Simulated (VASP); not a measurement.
# SiNi2 (P6_3mc) in VASP: notebook

SiNi2 is run at these levels: PBEsol; tasks: single point.

Everything below comes from runs of VASP 6.6.1. Logs are shortened: lines on timing, memory, paths and dates and some standing lists are left out, and cuts for length are marked.

**1. The cell of the first run**

Symmetry: P6_3mc, No. 186, hexagonal system. The conventional cell has a = 3.868 Å, b = 3.868 Å, c = 4.917 Å, α = 90.00°, β = 90.00°, γ = 120.00°. Within 3.0 Å of Si (site symmetry 3m) lie 11 Ni at 2.24 to 2.60 Å. Ni (site symmetry 3m) has 8 Ni at 2.46 to 2.55 Å and 6 Si at 2.50 to 2.60 Å within 3.2 Å. Ni (site symmetry 3m) has 5 Si at 2.24 to 2.56 Å and 6 Ni at 2.55 Å within 3.0 Å.

**2. Single point, PBEsol**

Contents of INCAR:

```
PREC = Accurate ; ENCUT = 520
EDIFF = 1E-6 ; ISMEAR = 0
SIGMA = 0.15 ; LREAL = F
LASPH = T ; NELM = 80
ALGO = Fast ; ISIF = 2
LWAVE = F ; LCHARG = F
GGA = PS ; NBANDS = 33
```

Contents of KPOINTS:

```
Automatic mesh
0
Gamma
  12 12 10
```

Contents of POSCAR:

```
SiNi2
1.0
    3.8684636537      0.0000000000      0.0000000000
   -1.9342318269      3.3501877977      0.0000000000
    0.0000000000      0.0000000000      4.9169852589
Si Ni
2 4
Direct
    0.3333333333      0.6666666667      0.7500000000
    0.6666666667      0.3333333333      0.2500000000
    0.0000000000      0.0000000000      0.0203376652
    0.0000000000      0.0000000000      0.5203376652
    0.3333333333      0.6666666667      0.2703376652
    0.6666666667      0.3333333333      0.7703376652
```

Potentials or basis: VASP PAW PBE potentials, release 64 (Si, Ni).

Launch:

```bash
$ cat potpaw_PBE.64/Si/POTCAR potpaw_PBE.64/Ni/POTCAR > POTCAR
$ mpirun -np 1 vasp_std > vasp.out
```

OUTCAR:

```text
PREC = Accurate
   ENCUT = 520
   EDIFF = 1E-6
   ISMEAR = 0
   LREAL = F
   LASPH = T
   NELM = 80
   ISIF = 2
   GGA = PS

 ion  position               nearest neighbor table
   1  0.333  0.667  0.750-   6 2.24   6 2.24   6 2.24   5 2.36   4 2.50   4 2.50   4 2.50   5 2.56
                             3 2.60   3 2.60   3 2.60
   2  0.667  0.333  0.250-   5 2.24   5 2.24   5 2.24   6 2.36   3 2.50   3 2.50   3 2.50   6 2.56
                             4 2.60   4 2.60   4 2.60
   3  0.000  0.000  0.020-   4 2.46   4 2.46   2 2.50   2 2.50   2 2.50   5 2.55   6 2.55   6 2.55
                             5 2.55   6 2.55   5 2.55   1 2.60   1 2.60   1 2.60
   4  0.000  0.000  0.520-   3 2.46   3 2.46   1 2.50   1 2.50   1 2.50   5 2.55   6 2.55   6 2.55
                             5 2.55   5 2.55   6 2.55   2 2.60   2 2.60   2 2.60
   5  0.333  0.667  0.270-   2 2.24   2 2.24   2 2.24   1 2.36   4 2.55   3 2.55   3 2.55   4 2.55
                             4 2.55   3 2.55   1 2.56
   6  0.667  0.333  0.770-   1 2.24   1 2.24   1 2.24   2 2.36   4 2.55   3 2.55   3 2.55   4 2.55
                             4 2.55   3 2.55   2 2.56

  LATTYP: Found a hexagonal cell.
 ALAT       =     3.8684636537
 C/A-ratio  =     1.2710434165

  Lattice vectors:

 A1 = (   3.8684636537,   0.0000000000,   0.0000000000)
 A2 = (  -1.9342318269,   3.3501877977,   0.0000000000)
 A3 = (   0.0000000000,   0.0000000000,   4.9169852589)

Analysis of symmetry for initial positions (statically):
=====================================================================
 Subroutine PRICEL returns:
 Original cell was already a primitive cell.

 Routine SETGRP: Setting up the symmetry group for a
 hexagonal supercell.

 Subroutine GETGRP returns: Found 12 space group operations
 (whereof  6 operations were pure point group operations)
 out of a pool of 24 trial point group operations.

The static configuration has the point symmetry C_3v.
 The point group associated with its full space group is C_6v.

Analysis of symmetry for dynamics (positions and initial velocities):
=====================================================================
 Subroutine PRICEL returns:
 Original cell was already a primitive cell.

 Routine SETGRP: Setting up the symmetry group for a
 hexagonal supercell.

 Subroutine GETGRP returns: Found 12 space group operations
 (whereof  6 operations were pure point group operations)
 out of a pool of 24 trial point group operations.

The dynamic configuration has the point symmetry C_3v.
 The point group associated with its full space group is C_6v.

 Subroutine INISYM returns: Found 12 space group operations
 (whereof  6 operations are pure point group operations),
 and found     1 'primitive' translations

[... 110 lines left out ...]
   POTIM  = 0.5000    time-step for ionic-motion
   TEBEG  =    0.0;   TEEND  =   0.0 temperature during run
   PSTRESS=    0.0 pullay stress
   NELECT =      48.0000    total number of electrons
   NUPDOWN=      -1.0000    fix difference up-down
   EMIN   =  10.00;   EMAX   =-10.00  energy-range for DOS
   EFERMI =   0.00;   METHOD = LEGACY
   ISMEAR =     0;   SIGMA  =   0.15  broadening in eV -4-tet -1-fermi 0-gaus
   EFERMI_NEDOS =   21; number of points for ismear=-14 and -15
   IALGO  =     68    algorithm
   IMIX   =      4    mixing-type and parameters
     AMIX     =   0.40;   BMIX     =  1.00
     AMIX_MAG =   1.60;   BMIX_MAG =  1.00
  volume/ion in A,a.u.               =      10.62        71.67
  Fermi-wavevector in a.u.,A,eV,Ry     =   1.489543  2.814828 30.187769  2.218738
  Thomas-Fermi vector in A             =   2.602438
   LORBIT       =      0    0 simple, 1 ext, 2 COOP (PROOUT), +10 PAW based schemes
   GGA     = PS    functional components
   LHFCALC =     F    Hartree Fock is set to
   AEXX    =    0.0000 exact exchange contribution
   IVDW    =     0    specifies the selected vdW correction
   LEPSILON=     F    determine dielectric tensor
   LRPA    =     F    only Hartree local field effects (RPA)
 non-spin polarized calculation
 RMM-DIIS sequential band-by-band and
 Gauss-broadening in eV      SIGMA  =   0.15
  energy-cutoff  :      520.00
  volume of cell :       63.72
 maximum number of plane-waves:      1737
 NGX is ok and might be reduce to    30
   NGX = 15   NGY = 15   NGZ = 19

 number of electron      48.0000011 magnetization

 Free energy of the ion-electron system (eV)
  ---------------------------------------------------
  ext. energy  EPLUGINS =         0.00000000
  ---------------------------------------------------
  free energy    TOTEN  =       -39.54288728 eV

  energy without entropy =      -39.50361763  energy(sigma->0) =      -39.52325245

 E-fermi :  11.4025     XC(G=0): -13.2157

 val. band max:       11.3965589205   @ k =   0.1667   0.1667   0.1000
 cond. band min:      11.4025499505   @ k =   0.1667   0.0833   0.2000
 fundamental gap:      0.0059910300
 Fermi energy:        11.4025301301

 k-point     1 :       0.0000    0.0000    0.0000
  band No.  band energies     occupation
      1      -1.3971      2.00000
      2       3.1129      2.00000
      3       4.8168      2.00000
      4       6.2002      2.00000
      5       6.2002      2.00000
      6       7.3221      2.00000
[... 853 lines left out ...]
     32      18.5053      0.00000
     33      19.7877      0.00000

 [... further k-points ...]

------------------------ aborting loop because EDIFF is reached ----------------------------------------

  FORCE on cell =-STRESS in cart. coord.  units (eV):
  Direction    XX          YY          ZZ          XY          YZ          ZX
  --------------------------------------------------------------------------------------
  -------------------------------------------------------------------------------------
  Total        0.1675621      0.1675621      0.6298975     -0.0000000      0.0000000      0.0000000
  in kB        4.2128860      4.2128860     15.8370351     -0.0000000      0.0000000      0.0000000
  external PRESSURE =       8.0876023 kB  Pullay stress =       0.0000000 kB

 VOLUME and BASIS-vectors are now :
 -----------------------------------------------------------------------------
  energy-cutoff  :      520.00
  volume of cell :       63.72
      direct lattice vectors                 reciprocal lattice vectors
     3.868463654  0.000000000  0.000000000     0.258500555  0.149245365  0.000000000
    -1.934231827  3.350187798  0.000000000     0.000000000  0.298490730  0.000000000
     0.000000000  0.000000000  4.916985259     0.000000000  0.000000000  0.203376652

 POSITION                                       TOTAL-FORCE (eV/Angst)
 -----------------------------------------------------------------------------------
     -0.00000      2.23346      3.68774         0.000000      0.000000      0.294141
      1.93423      1.11673      1.22925        -0.000000     -0.000000      0.294141
      0.00000      0.00000      0.10000        -0.000000     -0.000000     -0.141060
      0.00000      0.00000      2.55849        -0.000000     -0.000000     -0.141060
     -0.00000      2.23346      1.32925         0.000000      0.000000     -0.153081
      1.93423      1.11673      3.78774        -0.000000     -0.000000     -0.153081
 -----------------------------------------------------------------------------------
    total drift:                                0.000000      0.000001     -0.001141

  FREE ENERGIE OF THE ION-ELECTRON SYSTEM (eV)
  ---------------------------------------------------
  free  energy   TOTEN  =       -39.5428872794 eV

  energy  without entropy=      -39.5036176259  energy(sigma->0) =      -39.52325245
```

OSZICAR:

```text
N       E                     dE             d eps       ncg     rms          rms(c)
DAV:   1     0.317655565034E+03    0.31766E+03   -0.20761E+04  7548   0.188E+03
DAV:   2    -0.215907111816E+02   -0.33925E+03   -0.32075E+03  7524   0.370E+02
DAV:   3    -0.447356392407E+02   -0.23145E+02   -0.21903E+02  8244   0.123E+02
DAV:   4    -0.453302379810E+02   -0.59460E+00   -0.59086E+00  9090   0.179E+01
DAV:   5    -0.453509054069E+02   -0.20667E-01   -0.20660E-01  9340   0.313E+00    0.256E+01
RMM:   6    -0.466563941629E+02   -0.13055E+01   -0.75918E+01  8179   0.869E+01    0.252E+01
RMM:   7    -0.397765319370E+02    0.68799E+01   -0.21373E+01  7564   0.490E+01    0.714E+00
RMM:   8    -0.406147004795E+02   -0.83817E+00   -0.25248E+00  7853   0.147E+01    0.115E+01
RMM:   9    -0.395485960598E+02    0.10661E+01   -0.11793E+00  7801   0.111E+01    0.119E+00
RMM:  10    -0.395434031827E+02    0.51929E-02   -0.91243E-02  8160   0.188E+00    0.638E-01
RMM:  11    -0.395420301325E+02    0.13731E-02   -0.28874E-02  8973   0.142E+00    0.294E-01
RMM:  12    -0.395428284162E+02   -0.79828E-03   -0.92949E-03  9653   0.546E-01    0.215E-01
RMM:  13    -0.395430053551E+02   -0.17694E-03   -0.18136E-03 10772   0.215E-01    0.114E-01
RMM:  14    -0.395428861933E+02    0.11916E-03   -0.46398E-04  8228   0.195E-01    0.346E-02
RMM:  15    -0.395428854811E+02    0.71220E-06   -0.58667E-05  8797   0.730E-02    0.187E-02
RMM:  16    -0.395428869456E+02   -0.14645E-05   -0.25152E-05 10316   0.286E-02    0.856E-03
RMM:  17    -0.395428872794E+02   -0.33379E-06   -0.30572E-06  5969   0.102E-02
   1 F= -.39542887E+02 E0= -.39523252E+02  d E =-.392697E-01
```

stdout:

```text
POSCAR found type information on POSCAR SiNi
 POSCAR found :  2 types and       6 ions
 scaLAPACK will be used
 -----------------------------------------------------------------------------
|                                                                             |
|                                                                             |
|     You enforced a specific xc type in the INCAR file but a different       |
|     I HOPE YOU KNOW WHAT YOU ARE DOING!                                     |
|                                                                             |
 -----------------------------------------------------------------------------

 LDA part: xc-table for (Slater+PW92), standard interpolation
 POSCAR, INCAR and KPOINTS ok, starting setup
 FFT: planning ... GRIDC
 FFT: planning ... GRID_SOFT
 FFT: planning ... GRID
 WAVECAR not read
 entering main loop
```

Wall time 2.3 min (1 thread of Intel Xeon 6975P-C (Granite Rapids), shared host); peak memory 0.31 GiB.

Results:

* Free energy: -39.5429 eV
* Pressure: 0.8 GPa
* Largest force: 0.294 eV/Å
* Band gap on the k mesh: zero (bands 24 and 25 overlap by 3.40 eV)

Forces on the atoms (eV/Å):
```
Si   0.000  0.000  0.294
Si   0.000  0.000  0.294
Ni   0.000  0.000 -0.141
Ni   0.000  0.000 -0.141
Ni   0.000  0.000 -0.153
Ni   0.000  0.000 -0.153
```

Stress tensor (GPa, compression positive):
```
0.42 0.00 0.00
0.00 0.42 0.00
0.00 0.00 1.58
```

Levels at points of the mesh, in eV from the Fermi level:
```
           k point  band 20  band 21  band 22  band 23  band 24  band 25  band 26  band 27  band 28  band 29
(0.00, 0.00, 0.00)    -1.34    -0.66    -0.66     0.14     2.75     2.75     2.77     2.88     2.88     3.36
(0.50, 0.00, 0.00)    -1.54    -1.38    -1.25    -1.04    -0.72    -0.58     1.20     1.87     3.01     3.79
(0.00, 0.00, 0.50)    -1.29    -1.29    -1.29     2.24     2.24     3.32     3.32     3.32     3.32     4.23
(0.50, 0.00, 0.50)    -1.75    -1.31    -1.31    -0.94    -0.94     0.97     0.97     2.95     2.95     5.65
```

Caveat: the cell differs from its parent crystal (all Ni atoms moved -0.100 Å, as atom 3 towards its neighbour atom 4 (Ni) at 2.458 Å); the PAW data sets were made with another functional, which shifts forces and pressure a little. Spin polarisation is off, so any magnetic state and its effect on volume and gap are missing.

**3. Single point, PBEsol**

Contents of INCAR:

```
SYSTEM = SiNi2
ALGO = Fast
EDIFF = 1E-6
ENCUT = 520
GGA = PS
ISIF = 2
ISMEAR = 0
LASPH = .True.
LCHARG = .False.
LREAL = .False.
LWAVE = .False.
NBANDS = 33
NELM = 60
PREC = Accurate
SIGMA = 0.15
```

Contents of KPOINTS:

```
k-points
0
Gamma
  12 12 10
  0 0 0
```

Contents of POSCAR:

```
SiNi2
1.0
    3.8684636537      0.0000000000      0.0000000000
   -1.9342318269      3.3501877977      0.0000000000
    0.0000000000      0.0000000000      4.9169852589
Si Ni
2 4
Direct
    0.3333333333      0.6666666667      0.7500000000
    0.6666666667      0.3333333333      0.2500000000
    0.0000000000      0.0000000000     -0.0152532489
    0.0000000000      0.0000000000      0.4847467511
    0.3333333333      0.6666666667      0.2347467511
    0.6666666667      0.3333333333      0.7347467511
```

Potentials or basis: VASP PAW PBE potentials, release 64 (Si, Ni).

Launch:

```bash
$ cat potpaw_PBE.64/Si/POTCAR potpaw_PBE.64/Ni/POTCAR > POTCAR
$ mpirun -np 1 vasp_std > vasp.out
```

OUTCAR:

```text
SYSTEM = SiNi2
   EDIFF = 1E-6
   ENCUT = 520
   GGA = PS
   ISIF = 2
   ISMEAR = 0
   LASPH = .True.
   LREAL = .False.
   NELM = 60
   PREC = Accurate

 ion  position               nearest neighbor table
   1  0.333  0.667  0.750-   6 2.23   6 2.23   6 2.23   5 2.38   3 2.51   3 2.51   3 2.51   5 2.53
                             4 2.59   4 2.59   4 2.59
   2  0.667  0.333  0.250-   5 2.23   5 2.23   5 2.23   6 2.38   4 2.51   4 2.51   4 2.51   6 2.53
                             3 2.59   3 2.59   3 2.59
   3  0.000  0.000  0.985-   4 2.46   4 2.46   1 2.51   1 2.51   1 2.51   5 2.55   6 2.55   6 2.55
                             5 2.55   5 2.55   6 2.55   2 2.59   2 2.59   2 2.59
   4  0.000  0.000  0.485-   3 2.46   3 2.46   2 2.51   2 2.51   2 2.51   5 2.55   6 2.55   6 2.55
                             5 2.55   6 2.55   5 2.55   1 2.59   1 2.59   1 2.59
   5  0.333  0.667  0.235-   2 2.23   2 2.23   2 2.23   1 2.38   1 2.53   4 2.55   3 2.55   4 2.55
                             3 2.55   4 2.55   3 2.55
   6  0.667  0.333  0.735-   1 2.23   1 2.23   1 2.23   2 2.38   2 2.53   4 2.55   3 2.55   3 2.55
                             4 2.55   3 2.55   4 2.55

  LATTYP: Found a hexagonal cell.
 ALAT       =     3.8684636537
 C/A-ratio  =     1.2710434165
[... 198 lines left out ...]
 Fermi energy:        11.4034221518

 k-point     1 :       0.0000    0.0000    0.0000
  band No.  band energies     occupation
      1      -1.3971      2.00000
      2       3.1161      2.00000
      3       4.8138      2.00000
      4       6.1988      2.00000
      5       6.1988      2.00000
      6       7.3408      2.00000
[... 853 lines left out ...]
     32      18.5004      0.00000
     33      19.8062      0.00000

 [... further k-points ...]

------------------------ aborting loop because EDIFF is reached ----------------------------------------

  FORCE on cell =-STRESS in cart. coord.  units (eV):
  Direction    XX          YY          ZZ          XY          YZ          ZX
  --------------------------------------------------------------------------------------
  -------------------------------------------------------------------------------------
  Total        0.1630959      0.1630959      0.3806223     -0.0000000      0.0000000     -0.0000000
  in kB        4.1005963      4.1005963      9.5696991     -0.0000000      0.0000000     -0.0000000
  external PRESSURE =       5.9236306 kB  Pullay stress =       0.0000000 kB

 VOLUME and BASIS-vectors are now :
 -----------------------------------------------------------------------------
  energy-cutoff  :      520.00
  volume of cell :       63.72
      direct lattice vectors                 reciprocal lattice vectors
     3.868463654  0.000000000  0.000000000     0.258500555  0.149245365  0.000000000
    -1.934231827  3.350187798  0.000000000     0.000000000  0.298490730  0.000000000
     0.000000000  0.000000000  4.916985259     0.000000000  0.000000000  0.203376652

 POSITION                                       TOTAL-FORCE (eV/Angst)
 -----------------------------------------------------------------------------------
     -0.00000      2.23346      3.68774        -0.000000      0.000000     -0.212888
      1.93423      1.11673      1.22925         0.000000     -0.000000     -0.212888
      0.00000      0.00000      4.84199         0.000000     -0.000000      0.106091
      0.00000      0.00000      2.38349         0.000000     -0.000000      0.106091
     -0.00000      2.23346      1.15425         0.000000      0.000000      0.106797
      1.93423      1.11673      3.61274         0.000000     -0.000000      0.106797
 -----------------------------------------------------------------------------------
    total drift:                               -0.000000     -0.000001     -0.000719

  FREE ENERGIE OF THE ION-ELECTRON SYSTEM (eV)
  ---------------------------------------------------
  free  energy   TOTEN  =       -39.5555184483 eV

  energy  without entropy=      -39.5161833164  energy(sigma->0) =      -39.53585088
```

stdout:

```text
POSCAR found type information on POSCAR SiNi
 POSCAR found :  2 types and       6 ions
 scaLAPACK will be used
 -----------------------------------------------------------------------------
|                                                                             |
|                                                                             |
|     You enforced a specific xc type in the INCAR file but a different       |
|     I HOPE YOU KNOW WHAT YOU ARE DOING!                                     |
|                                                                             |
 -----------------------------------------------------------------------------

 LDA part: xc-table for (Slater+PW92), standard interpolation
 POSCAR, INCAR and KPOINTS ok, starting setup
 FFT: planning ... GRIDC
 FFT: planning ... GRID_SOFT
 FFT: planning ... GRID
 WAVECAR not read
 entering main loop
```

Run time: 2.4 min. Hardware: 1 thread of Intel Xeon 6975P-C (Granite Rapids), shared host; peak memory 0.31 GiB.

What came out:

| Quantity | Value |
| --- | --- |
| Free energy | -39.5555 eV |
| Pressure | 0.6 GPa |
| Largest force | 0.213 eV/Å |
| Band gap on the k mesh | zero (bands 24 and 25 overlap by 3.39 eV) |

Forces in eV/Å, atoms in the order of the input:
```
Si   0.000  0.000 -0.213
Si   0.000  0.000 -0.213
Ni   0.000  0.000  0.106
Ni   0.000  0.000  0.106
Ni   0.000  0.000  0.107
Ni   0.000  0.000  0.107
```

Stress tensor (GPa, compression positive):
```
0.41 0.00 0.00
0.00 0.41 0.00
0.00 0.00 0.96
```

Caveat: the cell differs from its parent crystal (all Ni atoms moved +0.075 Å, as atom 3 towards its neighbour atom 4 (Ni) at 2.458 Å); the PAW data sets were made with another functional, which shifts forces and pressure a little.
